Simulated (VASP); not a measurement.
# CdH2O2 (P-3m1) in VASP: single point with PBEsol

Aim: the single point of CdH2O2 with PBEsol.

All numbers are computed with VASP 6.6.1; they aren't measurements. Logs are shortened: lines on timing, memory, paths and dates and some standing lists are left out, and cuts for length are marked.

**1. The cell of the first run**

It takes space group P-3m1 (No. 164, trigonal). The conventional cell has a = 3.456 Å, b = 3.456 Å, c = 4.564 Å, α = 90.00°, β = 90.00°, γ = 120.00°. Cd (site symmetry -3m) has 6 O at 2.28 Å and 6 H at 2.86 Å within 3.0 Å. Within 1.3 Å of H (site symmetry 3m) lie 1 O at 0.95 Å. Within 1.3 Å of O (site symmetry 3m) lie 1 H at 0.95 Å.

**2. Single point, PBEsol**

INCAR reads:

```
PREC = Accurate
ENCUT = 700
EDIFF = 1E-6
ISMEAR = 0
SIGMA = 0.01
LREAL = False
LASPH = True
NELM = 120
ALGO = Normal
ISIF = 2
LWAVE = False
LCHARG = True
GGA = PS
LELF = True
LVHAR = True
NBANDS = 25
GGA_COMPAT = False
```

KPOINTS reads:

```
regular mesh
0
Gamma
  6 6 4
```

POSCAR reads:

```
CdH2O2
1.0
    3.4559332325      0.0000000000      0.0000000000
   -1.7279617010      2.9929178259      0.0000000000
    0.0000000000      0.0000000000      4.5642702181
Cd H O
1 2 2
Direct
    0.0000000000      0.0000000000      0.0000000000
    0.6666666667      0.3333333333      0.5509600000
    0.3333333333      0.6666666667      0.4490400000
    0.6666666667      0.3333333333      0.7593700000
    0.3333333333      0.6666666667      0.2406300000
```

Potentials or basis: VASP PAW PBE potentials, release 64 (Cd_sv_GW, H, O).

Run with:

```bash
> cat potpaw_PBE.64/Cd_sv_GW/POTCAR potpaw_PBE.64/H/POTCAR potpaw_PBE.64/O/POTCAR > POTCAR
> mpirun -np 1 vasp_std > vasp.out
```

OUTCAR:

```text
PREC = Accurate
   ENCUT = 700
   EDIFF = 1E-6
   ISMEAR = 0
   LREAL = False
   LASPH = True
   NELM = 120
   ISIF = 2
   GGA = PS

 ion  position               nearest neighbor table
   1  0.000  0.000  0.000-   5 2.28   4 2.28   5 2.28   4 2.28   4 2.28   5 2.28
   2  0.667  0.333  0.551-   4 0.95
   3  0.333  0.667  0.449-   5 0.95
   4  0.667  0.333  0.759-   2 0.95   1 2.28   1 2.28   1 2.28
   5  0.333  0.667  0.241-   3 0.95   1 2.28   1 2.28   1 2.28

  LATTYP: Found a hexagonal cell.
 ALAT       =     3.4559332325
 C/A-ratio  =     1.3207055551

  Lattice vectors:

 A1 = (   3.4559332325,   0.0000000000,   0.0000000000)
 A2 = (  -1.7279617010,   2.9929178259,   0.0000000000)
 A3 = (   0.0000000000,   0.0000000000,   4.5642702181)

Analysis of symmetry for initial positions (statically):
=====================================================================
 Subroutine PRICEL returns:
 Original cell was already a primitive cell.

 Routine SETGRP: Setting up the symmetry group for a
 hexagonal supercell.

 Subroutine GETGRP returns: Found 12 space group operations
 (whereof 12 operations were pure point group operations)
 out of a pool of 24 trial point group operations.

The static configuration has the point symmetry D_3d.

Analysis of symmetry for dynamics (positions and initial velocities):
=====================================================================
 Subroutine PRICEL returns:
 Original cell was already a primitive cell.

 Routine SETGRP: Setting up the symmetry group for a
 hexagonal supercell.

 Subroutine GETGRP returns: Found 12 space group operations
 (whereof 12 operations were pure point group operations)
 out of a pool of 24 trial point group operations.

The dynamic configuration has the point symmetry D_3d.

 Subroutine INISYM returns: Found 12 space group operations
 (whereof 12 operations are pure point group operations),
 and found     1 'primitive' translations

----------------------------------------------------------------------------------------

                                     Primitive cell

  volume of cell :      47.2097

  direct lattice vectors                    reciprocal lattice vectors
     3.455933233  0.000000000  0.000000000     0.289357442  0.167060577  0.000000000
    -1.727961701  2.992917826  0.000000000     0.000000000  0.334122104  0.000000000
     0.000000000  0.000000000  4.564270218     0.000000000  0.000000000  0.219093076

  length of vectors
     3.455933233  3.455923719  4.564270218     0.334121184  0.334122104  0.219093076

  position of ions in fractional coordinates (direct lattice)
     0.000000000  0.000000000  0.000000000
     0.666666667  0.333333333  0.550960000
     0.333333333  0.666666667  0.449040000
     0.666666667  0.333333333  0.759370000
     0.333333333  0.666666667  0.240630000

  ion indices of the primitive-cell ions
   primitive index   ion index
                 1           1
                 2           2
                 3           3
                 4           4
                 5           5

----------------------------------------------------------------------------------------

 KPOINTS: regular mesh

Automatic generation of k-mesh.
 Grid dimensions read from file:
 generate k-points for:    6    6    4

 Generating k-lattice:

  Cartesian coordinates                     Fractional coordinates (reciprocal lattice)
     0.048226240  0.027843429  0.000000000     0.166666667  0.000000000  0.000000000
     0.000000000  0.055687017  0.000000000     0.000000000  0.166666667  0.000000000
     0.000000000  0.000000000  0.054773269     0.000000000  0.000000000  0.250000000

  Length of vectors
     0.055686864  0.055687017  0.054773269

  Shift w.r.t. Gamma in fractional coordinates (k-lattice)
     0.000000000  0.000000000  0.000000000

 Subroutine IBZKPT returns following result:
 ===========================================

 Found     24 irreducible k-points:

 Following reciprocal coordinates:
            Coordinates               Weight
  0.000000  0.000000  0.000000      1.000000
  0.166667 -0.000000  0.000000      6.000000
  0.333333  0.000000  0.000000      6.000000
  0.500000 -0.000000  0.000000      3.000000
  0.166667  0.166667  0.000000      6.000000
  0.333333  0.166667  0.000000     12.000000
[... 16 lines left out ...]
  0.333333  0.166667  0.500000     12.000000
  0.333333  0.333333  0.500000      2.000000
   k-points           NKPTS =     24   k-points in BZ     NKDIM =     24   number of bands    NBANDS=     25
   number of dos      NEDOS =    301   number of ions     NIONS =      5
   total plane-waves  NPLWV =  36000
   dimension x,y,z NGX =    30 NGY =   30 NGZ =   40
   dimension x,y,z NGXF=    60 NGYF=   60 NGZF=   80
   ions per type =               1   2   2
   NGX,Y,Z   is equivalent  to a cutoff of  14.43, 14.43, 14.57 a.u.
   NGXF,Y,Z  is equivalent  to a cutoff of  28.86, 28.86, 29.14 a.u.
 SYSTEM =  unknown system
   PREC   = accura    normal or accurate (medium, high low for compatibility)
   ISTART =      0    job   : 0-new  1-cont  2-samecut
   ICHARG =      2    charge: 1-file 2-atom 10-const
   ISPIN  =      1    spin polarized calculation?
   LNONCOLLINEAR =      F non collinear calculations
   LSORBIT =      F    spin-orbit coupling
   LASPH  =      T    aspherical Exc in radial PAW
   ENCUT  =  700.0 eV  51.45 Ry    7.17 a.u.   7.46  7.46  9.85*2*pi/ulx,y,z
   NELM   =    120;   NELMIN=  2; NELMDL= -5     # of ELM steps
   EDIFF  = 0.1E-05   stopping-criterion for ELM
   LREAL  =      F    real-space projection
   EDIFFG = 0.1E-04   stopping-criterion for IOM
   NSW    =      0    number of steps for IOM
   IBRION =     -1    ionic relax: 0-MD 1-quasi-New 2-CG
   NFREE  =      0    steps in history (QN), initial steepest desc. (CG)
   ISIF   =      2    stress and relaxation
   ISYM   =      2    0-nonsym 1-usesym 2-fastsym
   POTIM  = 0.5000    time-step for ionic-motion
   TEBEG  =    0.0;   TEEND  =   0.0 temperature during run
   PSTRESS=    0.0 pullay stress
   NELECT =      34.0000    total number of electrons
   NUPDOWN=      -1.0000    fix difference up-down
   EMIN   =  10.00;   EMAX   =-10.00  energy-range for DOS
   EFERMI =   0.00;   METHOD = LEGACY
   ISMEAR =     0;   SIGMA  =   0.01  broadening in eV -4-tet -1-fermi 0-gaus
   EFERMI_NEDOS =   21; number of points for ismear=-14 and -15
   IALGO  =     38    algorithm
   IMIX   =      4    mixing-type and parameters
     AMIX     =   0.40;   BMIX     =  1.00
     AMIX_MAG =   1.60;   BMIX_MAG =  1.00
  volume/ion in A,a.u.               =       9.44        63.72
  Fermi-wavevector in a.u.,A,eV,Ry     =   1.467430  2.773040 29.298105  2.153350
  Thomas-Fermi vector in A             =   2.583048
   LORBIT       =      0    0 simple, 1 ext, 2 COOP (PROOUT), +10 PAW based schemes
   GGA     = PS    functional components
   LHFCALC =     F    Hartree Fock is set to
   AEXX    =    0.0000 exact exchange contribution
   IVDW    =     0    specifies the selected vdW correction
   LEPSILON=     F    determine dielectric tensor
   LRPA    =     F    only Hartree local field effects (RPA)
 non-spin polarized calculation
 Gauss-broadening in eV      SIGMA  =   0.01
  energy-cutoff  :      700.00
  volume of cell :       47.21
 maximum number of plane-waves:      1998
 NGX is ok and might be reduce to    30
   NGX = 15   NGY = 15   NGZ = 19

 number of electron      33.9999999 magnetization

 Free energy of the ion-electron system (eV)
  ---------------------------------------------------
  ext. energy  EPLUGINS =         0.00000000
  ---------------------------------------------------
  free energy    TOTEN  =       -23.55446090 eV

  energy without entropy =      -23.55446090  energy(sigma->0) =      -23.55446090

 E-fermi :   2.1659     XC(G=0): -10.5989

 val. band max:        1.9036610100   @ k =   0.5000  -0.0000   0.0000
 cond. band min:       3.6547396000   @ k =   0.0000   0.0000   0.0000
 fundamental gap:      1.7510785900
 Fermi energy:         2.1658899739

 k-point     1 :       0.0000    0.0000    0.0000
  band No.  band energies     occupation
      1     -97.6415      2.00000
      2     -58.8011      2.00000
      3     -58.7461      2.00000
      4     -58.7460      2.00000
      5     -16.9848      2.00000
      6     -15.8361      2.00000
[... 17 lines left out ...]
     24      17.1967      0.00000
     25      19.3774      0.00000

 k-point     2 :       0.1667   -0.0000    0.0000
  band No.  band energies     occupation
      1     -97.6414      2.00000
      2     -58.8009      2.00000
      3     -58.7480      2.00000
      4     -58.7466      2.00000
      5     -16.8674      2.00000
      6     -15.8852      2.00000
[... 17 lines left out ...]
     24      17.3336      0.00000
     25      18.2921      0.00000

 k-point     3 :       0.3333    0.0000    0.0000
  band No.  band energies     occupation
      1     -97.6412      2.00000
      2     -58.8004      2.00000
      3     -58.7519      2.00000
      4     -58.7476      2.00000
      5     -16.5900      2.00000
      6     -16.0170      2.00000
[... 17 lines left out ...]
     24      15.8718      0.00000
     25      16.9672      0.00000

 k-point     4 :       0.5000   -0.0000    0.0000
  band No.  band energies     occupation
      1     -97.6411      2.00000
      2     -58.8002      2.00000
      3     -58.7538      2.00000
      4     -58.7481      2.00000
      5     -16.3759      2.00000
      6     -16.1536      2.00000
[... 17 lines left out ...]
     24      15.6856      0.00000
     25      16.9288      0.00000
[... 477 lines left out ...]
 k-point    22 :       0.1667    0.1667    0.5000
  band No.  band energies     occupation
      1     -97.6413      2.00000
      2     -58.8006      2.00000
      3     -58.7506      2.00000
      4     -58.7477      2.00000
      5     -16.4689      2.00000
      6     -16.1794      2.00000
[... 17 lines left out ...]
     24      15.9357      0.00000
     25      17.8934      0.00000

 k-point    23 :       0.3333    0.1667    0.5000
  band No.  band energies     occupation
      1     -97.6412      2.00000
      2     -58.8002      2.00000
      3     -58.7529      2.00000
      4     -58.7491      2.00000
      5     -16.3558      2.00000
      6     -16.1529      2.00000
[... 17 lines left out ...]
     24      17.1203      0.00000
     25      18.0641      0.00000

 k-point    24 :       0.3333    0.3333    0.5000
  band No.  band energies     occupation
      1     -97.6411      2.00000
      2     -58.8001      2.00000
      3     -58.7516      2.00000
      4     -58.7516      2.00000
      5     -16.2329      2.00000
      6     -16.2329      2.00000
[... 17 lines left out ...]
     24      18.6892      0.00000
     25      19.1657      0.00000

------------------------ aborting loop because EDIFF is reached ----------------------------------------

  FORCE on cell =-STRESS in cart. coord.  units (eV):
  Direction    XX          YY          ZZ          XY          YZ          ZX
  --------------------------------------------------------------------------------------
  -------------------------------------------------------------------------------------
  Total        0.9715500      0.9715447      3.2931040      0.0000016      0.0000000     -0.0000000
  in kB       32.9719202     32.9717407    111.7595239      0.0000541      0.0000000     -0.0000000
  external PRESSURE =      59.2343949 kB  Pullay stress =       0.0000000 kB

 VOLUME and BASIS-vectors are now :
 -----------------------------------------------------------------------------
  energy-cutoff  :      700.00
  volume of cell :       47.21
      direct lattice vectors                 reciprocal lattice vectors
     3.455933233  0.000000000  0.000000000     0.289357442  0.167060577  0.000000000
    -1.727961701  2.992917826  0.000000000     0.000000000  0.334122104  0.000000000
     0.000000000  0.000000000  4.564270218     0.000000000  0.000000000  0.219093076

 POSITION                                       TOTAL-FORCE (eV/Angst)
 -----------------------------------------------------------------------------------
      0.00000      0.00000      0.00000        -0.000000      0.000000      0.000000
      1.72797      0.99764      2.51473        -0.000000      0.000000     -1.483079
      0.00000      1.99528      2.04954        -0.000000      0.000000      1.483079
      1.72797      0.99764      3.46597        -0.000000      0.000000      1.285205
      0.00000      1.99528      1.09830         0.000000     -0.000000     -1.285205
 -----------------------------------------------------------------------------------
    total drift:                                0.000000      0.000000     -0.000000

  FREE ENERGIE OF THE ION-ELECTRON SYSTEM (eV)
  ---------------------------------------------------
  free  energy   TOTEN  =       -23.5544608962 eV

  energy  without entropy=      -23.5544608962  energy(sigma->0) =      -23.55446090
```

Run time: 56 s. Hardware: 1 thread of Intel Xeon Platinum 8175M at 2.50GHz (Skylake/Cascade Lake), shared host; peak memory 0.22 GiB.

Results:

```yaml
Free_energy: -23.5545 eV
Pressure: 5.9 GPa
Largest_force: 1.483 eV/Å
Band_gap_on_the_k_mesh: 1.75 eV (least direct gap 2.11 eV)
```

Forces in eV/Å, atoms in the order of the input:
```
Cd   0.000  0.000  0.000
H    0.000  0.000 -1.483
H    0.000  0.000  1.483
O    0.000  0.000  1.285
O    0.000  0.000 -1.285
```

Caveat: the stress differs along the axes, from 3 to 11 GPa; the PAW data sets were made with another functional, which shifts forces and pressure a little.
